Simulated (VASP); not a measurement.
Set up this calculation in VASP 6.6.1, as the native input.

```yaml
Task: single point
Functional: PBEsol
Potentials_or_basis: VASP PAW PBE potentials, release 64 (Fe)
Cutoff: 520 eV
k_mesh: 6 × 6 × 6
Occupations: fermi-dirac, width 0.05 eV
Spin: collinear spin, ferromagnetic start
Starting_moments: "[2.5, 2.5, 2.5, 2.5, 2.5, 2.5, 2.5, 2.5] μB"
Dipole_correction: no
Further_INCAR_settings: ALGO = Normal; EDIFF = 1e-06; NBANDS = 46
```

The structure of Fe lies in POSCAR:

```
Fe
1.0
    4.4411205248      0.0000000000      0.0000000000
    0.0000000000      4.4411205248      0.0000000000
    0.0000000000      0.0000000000      4.4411205248
Fe
8
Direct
    0.0000000000      1.0000000000      0.0000000000
    0.5000000000      0.5000000000      0.5000000000
    0.2500000000      1.0000000000      0.5000000000
    0.7500000000      0.0000000000      0.5000000000
    0.5000000000      0.2500000000      0.0000000000
    0.5000000000      0.7500000000      0.0000000000
    1.0000000000      0.5000000000      0.2500000000
    1.0000000000      0.5000000000      0.7500000000
```

The input as run:

INCAR

```
PREC = Accurate
ENCUT = 520
EDIFF = 1E-6
ISMEAR = -1
SIGMA = 0.05
LREAL = False
LASPH = True
NELM = 150
ALGO = Normal
ISIF = 2
LWAVE = False
LCHARG = False
ISPIN = 2
MAGMOM = 2.5 2.5 2.5 2.5 2.5 2.5 2.5 2.5
LORBIT = 11
LMAXMIX = 4
GGA = PS
NBANDS = 46
```

KPOINTS

```
regular mesh
0
Gamma
  6 6 6
```

Potentials or basis: VASP PAW PBE potentials, release 64 (Fe).

The run is started by

```sh
$ cat potpaw_PBE.64/Fe/POTCAR > POTCAR
$ mpirun -np 1 vasp_std > vasp.out
```

Results of the run:

The pressure is -0.1 GPa. The net moment is 16.59 μB per cell, the site moments are Fe +1.89, +2.11 (each value once) μB and the valence electrons inside the program's atomic spheres are Fe 7.41, 7.37 (each value once).

Caveat: the PAW data sets were made with another functional, which shifts forces and pressure a little.

Wall time 5.6 min on 1 thread of Intel Xeon 8259CL, on a shared host, peak memory 0.29 GiB.
